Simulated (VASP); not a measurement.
# Cs (Fd-3m) in VASP: further runs, part 2 of 2

VASP 6.6.1. Earlier steps stand in the parts before.

### 4 Single point, PBE (167.98 Å³/atom)

This run uses another cell than the first one, of 167.98 Å³/atom.

INCAR

```
PREC = Accurate
ENCUT = 520
EDIFF = 1E-7
ISMEAR = -1
SIGMA = 0.08
LREAL = F
LASPH = T
NELM = 100
ALGO = Normal
ISIF = 2
LWAVE = F
LCHARG = F
GGA = PE
NBANDS = 16
```

KPOINTS

```
Automatic mesh
0
Gamma
  6 6 6
```

POSCAR

```
Cs
1.0
    0.0000000000      5.5176177065      5.5176177065
    5.5176177065      0.0000000000      5.5176177065
    5.5176177065      5.5176177065      0.0000000000
Cs
2
Direct
   -0.1250000000     -0.1250000000     -0.1250000000
    0.1250000000      0.1250000000      0.1250000000
```

Potentials or basis: VASP PAW PBE potentials, release 64 (Cs_sv).

The run is started by

```console
$ cat potpaw_PBE.64/Cs_sv/POTCAR > POTCAR
$ mpirun -np 1 vasp_std > vasp.out
```

OUTCAR:

```text
PREC = Accurate
   ENCUT = 520
   EDIFF = 1E-7
   ISMEAR = -1
   LREAL = F
   LASPH = T
   NELM = 100
   ISIF = 2
   GGA = PE

 ion  position               nearest neighbor table
   1  0.875  0.875  0.875-
   2  0.125  0.125  0.125-

  LATTYP: Found a face centered cubic cell.
 ALAT       =    11.0352354130

  Lattice vectors:

 A1 = (   0.0000000000,   5.5176177065,   5.5176177065)
 A2 = (   5.5176177065,   0.0000000000,   5.5176177065)
 A3 = (   5.5176177065,   5.5176177065,   0.0000000000)

Analysis of symmetry for initial positions (statically):
=====================================================================
 Subroutine PRICEL returns:
 Original cell was already a primitive cell.

 Routine SETGRP: Setting up the symmetry group for a
 face centered cubic supercell.

 Subroutine GETGRP returns: Found 48 space group operations
 (whereof 12 operations were pure point group operations)
 out of a pool of 48 trial point group operations.

The static configuration has the point symmetry D_3d.
 The point group associated with its full space group is O_h .

Analysis of symmetry for dynamics (positions and initial velocities):
=====================================================================
 Subroutine PRICEL returns:
 Original cell was already a primitive cell.

 Routine SETGRP: Setting up the symmetry group for a
 face centered cubic supercell.

 Subroutine GETGRP returns: Found 48 space group operations
 (whereof 12 operations were pure point group operations)
 out of a pool of 48 trial point group operations.

The dynamic configuration has the point symmetry D_3d.
 The point group associated with its full space group is O_h .

 Subroutine INISYM returns: Found 48 space group operations
 (whereof 12 operations are pure point group operations),
 and found     1 'primitive' translations

----------------------------------------------------------------------------------------

                                     Primitive cell

  volume of cell :     335.9579

  direct lattice vectors                    reciprocal lattice vectors
     0.000000000  5.517617707  5.517617707    -0.090618819  0.090618819  0.090618819
     5.517617707  0.000000000  5.517617707     0.090618819 -0.090618819  0.090618819
     5.517617707  5.517617707  0.000000000     0.090618819  0.090618819 -0.090618819

  length of vectors
     7.803089793  7.803089793  7.803089793     0.156956399  0.156956399  0.156956399

  position of ions in fractional coordinates (direct lattice)
     0.875000000  0.875000000  0.875000000
     0.125000000  0.125000000  0.125000000

  ion indices of the primitive-cell ions
   primitive index   ion index
                 1           1
                 2           2

----------------------------------------------------------------------------------------

 KPOINTS: Automatic mesh

Automatic generation of k-mesh.
 Grid dimensions read from file:
 generate k-points for:    6    6    6

 Generating k-lattice:

  Cartesian coordinates                     Fractional coordinates (reciprocal lattice)
    -0.015103136  0.015103136  0.015103136     0.166666667  0.000000000  0.000000000
     0.015103136 -0.015103136  0.015103136     0.000000000  0.166666667  0.000000000
     0.015103136  0.015103136 -0.015103136     0.000000000  0.000000000  0.166666667

  Length of vectors
     0.026159400  0.026159400  0.026159400

  Shift w.r.t. Gamma in fractional coordinates (k-lattice)
     0.000000000  0.000000000  0.000000000

 Subroutine IBZKPT returns following result:
 ===========================================

 Found     16 irreducible k-points:

 Following reciprocal coordinates:
            Coordinates               Weight
  0.000000  0.000000  0.000000      1.000000
  0.166667  0.000000  0.000000      8.000000
  0.333333  0.000000  0.000000      8.000000
  0.500000  0.000000  0.000000      4.000000
  0.166667  0.166667  0.000000      6.000000
  0.333333  0.166667  0.000000     24.000000
[... 8 lines left out ...]
 -0.333333  0.333333  0.166667     24.000000
 -0.333333  0.500000  0.166667     12.000000
   k-points           NKPTS =     16   k-points in BZ     NKDIM =     16   number of bands    NBANDS=     16
   number of dos      NEDOS =    301   number of ions     NIONS =      2
   total plane-waves  NPLWV = 216000
   dimension x,y,z NGX =    60 NGY =   60 NGZ =   60
   dimension x,y,z NGXF=   120 NGYF=  120 NGZF=  120
   ions per type =               2
   NGX,Y,Z   is equivalent  to a cutoff of  12.78, 12.78, 12.78 a.u.
   NGXF,Y,Z  is equivalent  to a cutoff of  25.57, 25.57, 25.57 a.u.
 SYSTEM =  unknown system
   PREC   = accura    normal or accurate (medium, high low for compatibility)
   ISTART =      0    job   : 0-new  1-cont  2-samecut
   ICHARG =      2    charge: 1-file 2-atom 10-const
   ISPIN  =      1    spin polarized calculation?
   LNONCOLLINEAR =      F non collinear calculations
   LSORBIT =      F    spin-orbit coupling
   LASPH  =      T    aspherical Exc in radial PAW
   ENCUT  =  520.0 eV  38.22 Ry    6.18 a.u.  14.51 14.51 14.51*2*pi/ulx,y,z
   NELM   =    100;   NELMIN=  2; NELMDL= -5     # of ELM steps
   EDIFF  = 0.1E-06   stopping-criterion for ELM
   LREAL  =      F    real-space projection
   EDIFFG = 0.1E-05   stopping-criterion for IOM
   NSW    =      0    number of steps for IOM
   IBRION =     -1    ionic relax: 0-MD 1-quasi-New 2-CG
   NFREE  =      0    steps in history (QN), initial steepest desc. (CG)
   ISIF   =      2    stress and relaxation
   ISYM   =      2    0-nonsym 1-usesym 2-fastsym
   POTIM  = 0.5000    time-step for ionic-motion
   TEBEG  =    0.0;   TEEND  =   0.0 temperature during run
   PSTRESS=    0.0 pullay stress
   NELECT =      18.0000    total number of electrons
   NUPDOWN=      -1.0000    fix difference up-down
   EMIN   =  10.00;   EMAX   =-10.00  energy-range for DOS
   EFERMI =   0.00;   METHOD = LEGACY
   ISMEAR =    -1;   SIGMA  =   0.08  broadening in eV -4-tet -1-fermi 0-gaus
   EFERMI_NEDOS =   21; number of points for ismear=-14 and -15
   IALGO  =     38    algorithm
   IMIX   =      4    mixing-type and parameters
     AMIX     =   0.40;   BMIX     =  1.00
     AMIX_MAG =   1.60;   BMIX_MAG =  1.00
  volume/ion in A,a.u.               =     167.98      1133.58
  Fermi-wavevector in a.u.,A,eV,Ry     =   0.617169  1.166280  5.182425  0.380897
  Thomas-Fermi vector in A             =   1.675159
   LORBIT       =      0    0 simple, 1 ext, 2 COOP (PROOUT), +10 PAW based schemes
   GGA     = PE    functional components
   LHFCALC =     F    Hartree Fock is set to
   AEXX    =    0.0000 exact exchange contribution
   IVDW    =     0    specifies the selected vdW correction
   LEPSILON=     F    determine dielectric tensor
   LRPA    =     F    only Hartree local field effects (RPA)
 non-spin polarized calculation
  energy-cutoff  :      520.00
  volume of cell :      335.96
 maximum number of plane-waves:      9185
 NGX is ok and might be reduce to    60
   NGX = 29   NGY = 29   NGZ = 29

 number of electron      17.9999998 magnetization

 Free energy of the ion-electron system (eV)
  ---------------------------------------------------
  ext. energy  EPLUGINS =         0.00000000
  ---------------------------------------------------
  free energy    TOTEN  =        -1.20424018 eV

  energy without entropy =       -1.16303145  energy(sigma->0) =       -1.18363582

 E-fermi :  -0.2257     XC(G=0):  -4.4515

 val. band max:       -0.4493615627   @ k =  -0.3333   0.3333   0.1667
 cond. band min:      -0.2059024979   @ k =   0.5000   0.0000   0.0000
 fundamental gap:      0.2434590648
 Fermi energy:        -0.2257195401

 k-point     1 :       0.0000    0.0000    0.0000
  band No.  band energies     occupation
      1     -24.5728      2.00000
      2     -24.5489      2.00000
      3     -11.4275      2.00000
      4     -11.4275      2.00000
      5     -11.4275      2.00000
      6     -11.3027      2.00000
[... 8 lines left out ...]
     15       1.5460      0.00000
     16       1.5460      0.00000
[... 267 lines left out ...]
 k-point    16 :      -0.3333    0.5000    0.1667
  band No.  band energies     occupation
      1     -24.5608      2.00000
      2     -24.5608      2.00000
      3     -11.4540      2.00000
      4     -11.4540      2.00000
      5     -11.3666      2.00000
      6     -11.3666      2.00000
[... 8 lines left out ...]
     15       1.5069      0.00000
     16       1.5069      0.00000

------------------------ aborting loop because EDIFF is reached ----------------------------------------

  FORCE on cell =-STRESS in cart. coord.  units (eV):
  Direction    XX          YY          ZZ          XY          YZ          ZX
  --------------------------------------------------------------------------------------
  -------------------------------------------------------------------------------------
  Total        0.1782848      0.1782848      0.1782848      0.0000000      0.0000000      0.0000000
  in kB        0.8502370      0.8502370      0.8502370      0.0000000      0.0000000      0.0000000
  external PRESSURE =       0.8502370 kB  Pullay stress =       0.0000000 kB

 VOLUME and BASIS-vectors are now :
 -----------------------------------------------------------------------------
  energy-cutoff  :      520.00
  volume of cell :      335.96
      direct lattice vectors                 reciprocal lattice vectors
     0.000000000  5.517617707  5.517617707    -0.090618819  0.090618819  0.090618819
     5.517617707  0.000000000  5.517617707     0.090618819 -0.090618819  0.090618819
     5.517617707  5.517617707  0.000000000     0.090618819  0.090618819 -0.090618819

 POSITION                                       TOTAL-FORCE (eV/Angst)
 -----------------------------------------------------------------------------------
      9.65583      9.65583      9.65583         0.000000     -0.000000      0.000000
      1.37940      1.37940      1.37940        -0.000000      0.000000     -0.000000
 -----------------------------------------------------------------------------------
    total drift:                               -0.000000      0.000000     -0.000000

  FREE ENERGIE OF THE ION-ELECTRON SYSTEM (eV)
  ---------------------------------------------------
  free  energy   TOTEN  =        -1.2042401850 eV

  energy  without entropy=       -1.1630314495  energy(sigma->0) =       -1.18363582
```

OSZICAR:

```text
N       E                     dE             d eps       ncg     rms          rms(c)
DAV:   1     0.144331986998E+03    0.14433E+03   -0.55706E+03   512   0.773E+02
DAV:   2     0.219179735701E+02   -0.12241E+03   -0.11735E+03   808   0.142E+02
DAV:   3    -0.534055083115E+00   -0.22452E+02   -0.22255E+02   656   0.650E+01
DAV:   4    -0.119868650686E+01   -0.66463E+00   -0.66451E+00   720   0.131E+01
DAV:   5    -0.120415328748E+01   -0.54668E-02   -0.54667E-02   696   0.123E+00    0.154E-01
DAV:   6    -0.120370135462E+01    0.45193E-03   -0.30799E-03   728   0.249E-01    0.102E-01
DAV:   7    -0.120403096149E+01   -0.32961E-03   -0.50490E-03   712   0.278E-01    0.457E-02
DAV:   8    -0.120420325921E+01   -0.17230E-03   -0.36431E-04   704   0.735E-02    0.134E-02
DAV:   9    -0.120422960825E+01   -0.26349E-04   -0.49699E-05   680   0.287E-02    0.860E-03
DAV:  10    -0.120423850434E+01   -0.88961E-05   -0.19552E-05   664   0.128E-02    0.217E-03
DAV:  11    -0.120423935464E+01   -0.85030E-06   -0.12616E-06   720   0.469E-03    0.174E-03
DAV:  12    -0.120424021026E+01   -0.85562E-06   -0.28840E-07   560   0.239E-03    0.216E-04
DAV:  13    -0.120424018495E+01    0.25308E-07   -0.34741E-08   488   0.918E-04
   1 F= -.12042402E+01 E0= -.11836358E+01  d E =-.412087E-01
```

It took 2.8 min on 1 thread of Intel Xeon 8259CL, shared host; peak memory 0.49 GiB.

Results:

```yaml
Free_energy: -1.2042 eV
Pressure: 0.1 GPa
Band_gap_on_the_k_mesh: zero (bands 9 and 10 overlap by 0.08 eV)
```

Levels at points of the mesh, in eV from the Fermi level:
```csv
k point,band 6,band 7,band 8,band 9,band 10,band 11,band 12,band 13
"(0.00, 0.00, 0.00)",-11.08,-11.08,-11.08,-1.39,1.31,1.31,1.38,1.38
"(0.50, 0.00, 0.00)",-11.08,-11.06,-11.06,-0.57,0.02,1.10,1.10,1.29
"(0.50, 0.50, 0.00)",-11.14,-11.05,-11.05,0.02,0.02,0.61,0.61,1.53
```

Caveat: spin-orbit coupling is left out, which moves the levels of the heavy elements.

### 5 Single point, PBE

This run uses another cell than the first one, of 186.64 Å³/atom.

INCAR

```
SYSTEM = Cs
ALGO = Normal
EDIFF = 1E-6
ENCUT = 520
GGA = PE
ISIF = 2
ISMEAR = -1
LASPH = .True.
LCHARG = .False.
LREAL = .False.
LWAVE = .False.
NBANDS = 16
NELM = 80
PREC = Accurate
SIGMA = 0.08
```

KPOINTS

```
k-points
0
Gamma
  6 6 6
  0 0 0
```

POSCAR

```
Cs
1.0
    0.0000000000      5.7148403643      5.7148403643
    5.7148403643      0.0000000000      5.7148403643
    5.7148403643      5.7148403643      0.0000000000
Cs
2
Direct
   -0.1250000000     -0.1250000000     -0.1250000000
    0.1250000000      0.1250000000      0.1250000000
```

The run is started by

```console
$ cat potpaw_PBE.64/Cs_sv/POTCAR > POTCAR
$ mpirun -np 1 vasp_std > vasp.out
```

Wall time 2.2 min (1 thread of Intel Xeon 8259CL, shared host); peak memory 0.52 GiB.

The run converged. Its results:

```
Free energy            : -1.2148 eV
Pressure               : 0.0 GPa
Band gap on the k mesh : zero (bands 9 and 10 overlap by 0.06 eV)
```

Levels at points of the mesh, in eV from the Fermi level:
| k point | band 5 | band 6 | band 7 | band 8 | band 9 | band 10 | band 11 | band 12 | band 13 | band 14 |
| --- | --- | --- | --- | --- | --- | --- | --- | --- | --- | --- |
| (0.00, 0.00, 0.00) | -11.17 | -11.08 | -11.08 | -11.08 | -1.28 | 1.35 | 1.35 | 1.36 | 1.36 | 1.36 |
| (0.50, 0.00, 0.00) | -11.16 | -11.08 | -11.07 | -11.07 | -0.54 | 0.06 | 1.15 | 1.15 | 1.26 | 1.60 |
| (0.50, 0.50, 0.00) | -11.12 | -11.12 | -11.06 | -11.06 | 0.01 | 0.01 | 0.67 | 0.67 | 1.42 | 1.42 |

Caveat: spin-orbit coupling is left out, which moves the levels of the heavy elements.

### 6 The runs side by side

| cell | gap on the mesh (eV) | pressure (GPa) |
| --- | --- | --- |
| a = 7.503 Å, angles 60.0°, 2 atoms | none | 0.2 |
| a = 7.803 Å, angles 60.0°, 2 atoms | none | 0.1 |
| a = 8.082 Å, angles 60.0°, 2 atoms | none | 0.0 |

Alike in all rows: task single point; level PBE; potentials or basis VASP PAW PBE potentials, release 64 (Cs_sv); no spin polarisation; k mesh 6 × 6 × 6; cutoff (eV) 520; smearing fermi-dirac 0.08 eV.

Caveats: spin-orbit coupling is left out, which moves the levels of the heavy elements.

Absolute energies hang on the potentials; compare differences alone.
